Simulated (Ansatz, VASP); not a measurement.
## As in VASP and in Ansatz

INCAR

```
SYSTEM = As
ALGO     = Normal         ! electronic algorithm
EDIFF    = 1E-6           ! SCF threshold, eV
ENCUT    = 520            ! plane-wave cutoff, eV
GGA      = PE             ! functional
ISIF     = 2              ! what is computed and relaxed
ISMEAR   = -1             ! smearing method
LASPH    = .True.         ! aspherical terms in the spheres
LCHARG   = .False.        ! write CHGCAR
LREAL    = .False.        ! projectors in reciprocal space
LWAVE    = .False.        ! write WAVECAR
NBANDS   = 12             ! bands
NELM     = 60             ! most SCF steps
PREC     = Accurate       ! precision mode
SIGMA    = 0.03           ! smearing width, eV
```

Contents of KPOINTS:

```
k-points
0
Gamma
  11 11 11
  0 0 0
```

The input POSCAR:

```
As
1.0
    1.8797494575      1.0852738553      3.4857700000
   -1.8797494575      1.0852738553      3.4857700000
    0.0000000000     -2.1705477106      3.4857700000
As
2
Direct
    0.2275400000      0.2275400000      0.2275400000
    0.7872936840      0.7684853264      0.7616009897
```

Input for Ansatz:

```yaml
crystal:
  lattice:
    - [1.8797494575, 1.0852738553, 3.48577]
    - [-1.8797494575, 1.0852738553, 3.48577]
    - [0.0, -2.1705477106, 3.48577]
  atoms:
    - { symbol: As, position: [0.22754, 0.22754, 0.22754] }
    - { symbol: As, position: [0.787293684, 0.7684853264, 0.7616009897] }
kpoints:
  mp_grid: { grid: [11, 11, 11] }
scf:
  occupations: { method: fermi_dirac, width: 0.03 }
hamiltonian:
  xc: pbe
  pseudopotentials: { kind: all_electron, lapw: { basis_error: 0.00025 } }
output:
  forces: true
  stress: true
  eigenvalues: true
```

Alike in both runs: task single point; functional PBE; k mesh 11 × 11 × 11; occupations fermi-dirac, width 0.03 eV; no spin polarisation.

|  | VASP | Ansatz |
| --- | --- | --- |
| version | VASP 6.6.1 | Ansatz 0.2.0 |
| potentials or method | VASP PAW PBE potentials, release 64 (As), cutoff 520 eV | all-electron LAPW, scalar-relativistic |

```csv
,VASP,Ansatz,Ansatz less VASP
pressure (GPa),3.9,3.6,-0.32
"traceless stress, the component that is largest in VASP (GPa)",0.92,0.90,-0.022
rms of the force components (eV/Å),0.225,0.197,-0.0285
```

Atom by atom the forces differ by 0.035 eV/Å (rms over components). Ansatz ran all-electron here, and VASP with PAW potentials.
